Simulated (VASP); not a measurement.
Crystal: Cu.

```xyz
4
Lattice="2.4966 0.0000 0.0000 -1.2483 2.1621 0.0000 0.0000 0.0000 8.1502" Properties=species:S:1:pos:R:3 pbc="T T T"
Cu    1.2483    0.7207    6.1126
Cu    0.0000    0.0000    4.0751
Cu    0.0000    1.4414    2.0375
Cu    0.0000    0.0000    0.0000
```

Base run:

| Property | Result |
| --- | --- |
| Program | VASP 6.6.1 |
| Functional | PBE |
| Potentials or basis | VASP PAW PBE potentials, release 64 (Cu) |
| Cutoff | 520 eV |
| k mesh | 12 × 12 × 4 |
| Occupations | fermi-dirac, width 0.05 eV |
| Spin | no spin polarisation |

Its results: band gap on the k mesh zero (band 22 reaches 11.99 eV, above the bottom of band 23 at 6.62 eV); pressure 15.2 GPa.

The run is repeated on the same cell with these changes: functional from PBE to LDA; potentials or basis from VASP PAW PBE potentials, release 64 (Cu) to VASP PAW LDA potentials, release 64 (Cu). What comes out?

Band gap on the k mesh zero (band 22 reaches 11.77 eV, above the bottom of band 23 at 6.36 eV); pressure -0.2 GPa.
